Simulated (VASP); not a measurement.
# Zn (Fm-3m) in VASP: notebook, part 2 of 2

VASP 6.6.1. Earlier steps stand in the parts before.

## (3) Single point, LDA

INCAR

```
SYSTEM = Zn
PREC = Accurate
ENCUT = 520
EDIFF = 1E-6
ISMEAR = -1
SIGMA = 0.1
LREAL = .FALSE.
LASPH = .TRUE.
NELM = 80
ALGO = Normal
ISIF = 2
LWAVE = .FALSE.
LCHARG = .FALSE.
NBANDS = 12
```

KPOINTS

```
Automatic mesh
0
G
  18 18 18
  0 0 0
```

POSCAR

```
Zn
1.0
    0.0000000000      1.8212784676      1.8212784676
    1.8212784676      0.0000000000      1.8212784676
    1.8212784676      1.8212784676      0.0000000000
Zn
1
Direct
    0.0000000000      0.0000000000      0.0000000000
```

Potentials or basis: VASP PAW LDA potentials, release 64 (Zn).

On the command line:

```
$ cat potpaw_LDA.64/Zn/POTCAR > POTCAR
$ mpirun -np 1 vasp_std > vasp.out
```

OUTCAR:

```text
SYSTEM = Zn
   PREC = Accurate
   ENCUT = 520
   EDIFF = 1E-6
   ISMEAR = -1
   LREAL = .FALSE.
   LASPH = .TRUE.
   NELM = 80
   ISIF = 2

 ion  position               nearest neighbor table
   1  0.000  0.000  0.000-

  LATTYP: Found a face centered cubic cell.
 ALAT       =     3.6425569352

  Lattice vectors:

 A1 = (   0.0000000000,   1.8212784676,   1.8212784676)
 A2 = (   1.8212784676,   0.0000000000,   1.8212784676)
 A3 = (   1.8212784676,   1.8212784676,   0.0000000000)

Analysis of symmetry for initial positions (statically):
[... 529 lines left out ...]
      6      -2.9584      2.00000
      7      13.8050      0.00000
      8      20.9758      0.00000
      9      25.2595      0.00000
     10      25.7767      0.00000
     11      28.6753      0.00000
     12      29.5152      0.00000

 [... further k-points ...]
[... 5 lines left out ...]
  --------------------------------------------------------------------------------------
  -------------------------------------------------------------------------------------
  Total        1.2148450      1.2148450      1.2148450      0.0000000      0.0000000      0.0000000
  in kB      161.0914099    161.0914099    161.0914099      0.0000000      0.0000000      0.0000000
  external PRESSURE =     161.0914099 kB  Pullay stress =       0.0000000 kB

 VOLUME and BASIS-vectors are now :
 -----------------------------------------------------------------------------
  energy-cutoff  :      520.00
  volume of cell :       12.08
      direct lattice vectors                 reciprocal lattice vectors
     0.000000000  1.821278468  1.821278468    -0.274532428  0.274532428  0.274532428
     1.821278468  0.000000000  1.821278468     0.274532428 -0.274532428  0.274532428
     1.821278468  1.821278468  0.000000000     0.274532428  0.274532428 -0.274532428

 POSITION                                       TOTAL-FORCE (eV/Angst)
 -----------------------------------------------------------------------------------
      0.00000      0.00000      0.00000         0.000000      0.000000      0.000000
 -----------------------------------------------------------------------------------
    total drift:                                0.000000      0.000000      0.000000

  FREE ENERGIE OF THE ION-ELECTRON SYSTEM (eV)
  ---------------------------------------------------
  free  energy   TOTEN  =        -1.7849288217 eV

  energy  without entropy=       -1.7770616590  energy(sigma->0) =       -1.78099524
```

OSZICAR:

```text
N       E                     dE             d eps       ncg     rms          rms(c)
DAV:   1     0.408170437977E+02    0.40817E+02   -0.65509E+03  4924   0.170E+03
DAV:   2    -0.875760088194E+00   -0.41693E+02   -0.39145E+02  4828   0.221E+02
DAV:   3    -0.198228036714E+01   -0.11065E+01   -0.11044E+01  5412   0.355E+01
DAV:   4    -0.198426299914E+01   -0.19826E-02   -0.19826E-02  5220   0.139E+00
DAV:   5    -0.198426408096E+01   -0.10818E-05   -0.10823E-05  5388   0.326E-02    0.488E+00
DAV:   6    -0.180695090422E+01    0.17731E+00   -0.90087E-01  5576   0.197E+01    0.326E+00
DAV:   7    -0.179149169318E+01    0.15459E-01   -0.18342E-02  5128   0.277E+00    0.165E+00
DAV:   8    -0.178495282757E+01    0.65389E-02   -0.19372E-03  6276   0.642E-01    0.325E-02
DAV:   9    -0.178492892789E+01    0.23900E-04   -0.11816E-04  7120   0.188E-01    0.262E-02
DAV:  10    -0.178492882171E+01    0.10618E-06   -0.96664E-06  4996   0.565E-02
   1 F= -.17849288E+01 E0= -.17809952E+01  d E =-.786716E-02
```

Wall time 17 s (1 thread of Intel Xeon Platinum 8259CL at 2.50GHz (Skylake/Cascade Lake), shared host); peak memory 0.14 GiB.

Results:

```yaml
Free_energy: -1.7849 eV
Pressure: 16.1 GPa
Band_gap_on_the_k_mesh: zero (band 6 reaches 6.52 eV, above the bottom of band 7 at 3.72 eV)
```

Levels at points of the mesh, in eV from the Fermi level:
```tsv
k point	band 4	band 5	band 6	band 7	band 8	band 9
(0.00, 0.00, 0.00)	-8.50	-7.91	-7.91	20.70	21.41	21.41
(0.50, 0.00, 0.00)	-7.49	-7.49	-4.01	-1.06	17.90	17.90
(0.50, 0.50, 0.00)	-7.38	-7.38	-1.71	2.55	9.50	9.50
```

## (4) Relaxation of cell and atoms, LDA, target pressure 15 GPa, at which the enthalpy is minimised

This run uses another cell than the first one, of 12.06 Å³/atom, 0.998 times its volume.

INCAR

```
  PREC = Accurate
  ENCUT = 600
  EDIFF = 1E-6
  ISMEAR = -1
  SIGMA = 0.1
  LREAL = False
  LASPH = True
  NELM = 100
  ALGO = Normal
  ISIF = 3
  LWAVE = False
  LCHARG = False
  IBRION = 2
  NSW = 60
  EDIFFG = -0.005
  PSTRESS = 150.0
```

KPOINTS

```
regular mesh
0
Gamma
  18 18 18
```

POSCAR

```
Zn
1.0
    0.0000000000      1.8200110494      1.8200110494
    1.8200110494      0.0000000000      1.8200110494
    1.8200110494      1.8200110494      0.0000000000
Zn
1
Direct
    0.0000000000      0.0000000000      0.0000000000
```

On the command line:

```
$ cat potpaw_LDA.64/Zn/POTCAR > POTCAR
$ mpirun -np 1 vasp_std > vasp.out
```

Wall time 20 s (1 thread of Intel Xeon Platinum 8559C (Emerald Rapids), shared host); peak memory 0.15 GiB.

The run converged. Its results:

```yaml
Free_energy: -1.7912 eV
Relaxed_volume: 12.15 Å³/atom
Relaxed_cell: a = 2.580 Å, b = 2.580 Å, c = 2.580 Å, α = 60.00°, β = 60.00°, γ = 60.00°
Space_group_after_relaxing_to_0.05_Å: Fm-3m (No. 225)
Energy_change_on_relaxing_the_enthalpy_is_what_falls: -8.9 meV/atom
Ionic_steps: 3
Pressure_after_relaxing: 15.0 GPa
Band_gap_on_the_k_mesh: zero (band 6 reaches 6.46 eV, above the bottom of band 7 at 3.65 eV)
```

The path:
| step | energy change (eV) | largest force (eV/Å) | pressure (GPa) | volume (Å³) |
| --- | --- | --- | --- | --- |
| 1 | 0.0000 | 0.0000 | 16.31 | 12.06 |
| 2 | -0.0163 | 0.0000 | 13.84 | 12.23 |
| 3 | -0.0089 | 0.0000 | 14.99 | 12.15 |

Final structure:
```yaml
crystal:
  lattice:
    - [0.00000, 1.82460, 1.82460]
    - [1.82460, 0.00000, 1.82460]
    - [1.82460, 1.82460, 0.00000]
  atoms:
    - { symbol: Zn, position: [0.00000, 0.00000, 0.00000] }
```

Levels at points of the mesh, in eV from the Fermi level:
```
           k point  band 2  band 3  band 4  band 5  band 6  band 7  band 8  band 9  band 10
(0.00, 0.00, 0.00)   -8.47   -8.47   -8.47   -7.89   -7.89   20.67   21.33   21.33    21.33
(0.50, 0.00, 0.00)   -8.48   -8.48   -7.47   -7.47   -3.98   -1.06   17.83   17.83    19.04
(0.50, 0.50, 0.00)   -9.41   -7.49   -7.37   -7.37   -1.68    2.53    9.48    9.48    13.69
```

Caveat: the cell is relaxed towards a set pressure, so the enthalpy falls and the energy may rise.

## (5) Relaxation of cell and atoms, LDA, target pressure 15 GPa, at which the enthalpy is minimised

INCAR

```
ALGO = Normal
EDIFF = 1E-6
EDIFFG = -0.005
ENCUT = 600
GGA = CA
IBRION = 2
ISIF = 3
ISMEAR = -1
LASPH = T
LCHARG = F
LREAL = F
LWAVE = F
NELM = 60
NSW = 32
PREC = Accurate
PSTRESS = 150.0
SIGMA = 0.1
```

KPOINTS

```
k-points
0
Gamma
  18 18 18
```

POSCAR

```
Zn
1.0
    0.0000000000      1.8213769824      1.8213769824
    1.8213769824      0.0000000000      1.8213769824
    1.8213769824      1.8213769824      0.0000000000
Zn
1
Direct
    0.0000000000      0.0000000000      0.0000000000
```

On the command line:

```
$ cat potpaw_LDA.64/Zn/POTCAR > POTCAR
$ mpirun -np 1 vasp_std > vasp.out
```

It took 20 s on 1 thread of Intel Xeon Platinum 8559C (Emerald Rapids), shared host; peak memory 0.15 GiB.

The run converged. Its results:

```
Free energy                                            : -1.7911 eV
Relaxed volume                                         : 12.15 Å³/atom
Relaxed cell                                           : a = 2.580 Å, b = 2.580 Å, c = 2.580 Å, α = 60.00°, β = 60.00°, γ = 60.00°
Space group after relaxing (to 0.05 Å)                 : Fm-3m (No. 225)
Energy change on relaxing (the enthalpy is what falls) : -6.1 meV/atom
Ionic steps                                            : 3
Pressure after relaxing                                : 15.0 GPa
Band gap on the k mesh                                 : zero (band 6 reaches 6.46 eV, above the bottom of band 7 at 3.65 eV)
```

The path:
```
step  energy change (eV)  largest force (eV/Å)  pressure (GPa)  volume (Å³)
   1              0.0000                0.0000           15.91        12.08
   2             -0.0113                0.0000           14.19        12.21
   3             -0.0061                0.0000           15.00        12.15
```

Final structure:
```cif
data_structure
_symmetry_space_group_name_H-M 'P 1'
_symmetry_Int_Tables_number 1
_cell_length_a 2.5803
_cell_length_b 2.5803
_cell_length_c 2.5803
_cell_angle_alpha 60.000
_cell_angle_beta 60.000
_cell_angle_gamma 60.000
_cell_volume 12.15
loop_
_atom_site_label
_atom_site_type_symbol
_atom_site_fract_x
_atom_site_fract_y
_atom_site_fract_z
_atom_site_occupancy
Zn1 Zn 0.00000 0.00000 0.00000 1
```

Levels at points of the mesh, in eV from the Fermi level:
```
           k point  band 4  band 5  band 6  band 7  band 8  band 9
(0.00, 0.00, 0.00)   -8.47   -7.89   -7.89   20.67   21.34   21.34
(0.50, 0.00, 0.00)   -7.47   -7.47   -3.98   -1.06   17.84   17.84
(0.50, 0.50, 0.00)   -7.37   -7.37   -1.68    2.53    9.48    9.48
```

Caveat: the cell is relaxed towards a set pressure, so the enthalpy falls and the energy may rise.

## (6) The runs side by side

| task | cell | cutoff (eV) | gap on the mesh (eV) | pressure (GPa) |
| --- | --- | --- | --- | --- |
| single point | a = 2.576 Å, angles 60.0°, 1 atom | 520 | none | 16.1 |
| relaxation of cell and atoms | relaxed to 15 GPa from a = 2.574 Å, angles 60.0°, 1 atom | 600 | none | 15.0 |
| relaxation of cell and atoms | relaxed to 15 GPa from a = 2.576 Å, angles 60.0°, 1 atom | 600 | none | 15.0 |

Alike in all rows: level LDA; potentials or basis VASP PAW LDA potentials, release 64 (Zn); no spin polarisation; k mesh 18 × 18 × 18; smearing fermi-dirac 0.1 eV.

Caveats: the cell is relaxed towards a set pressure, so the enthalpy falls and the energy may rise (some runs).

Total energies depend on the potentials used, so only differences within one code and one set of settings carry meaning.
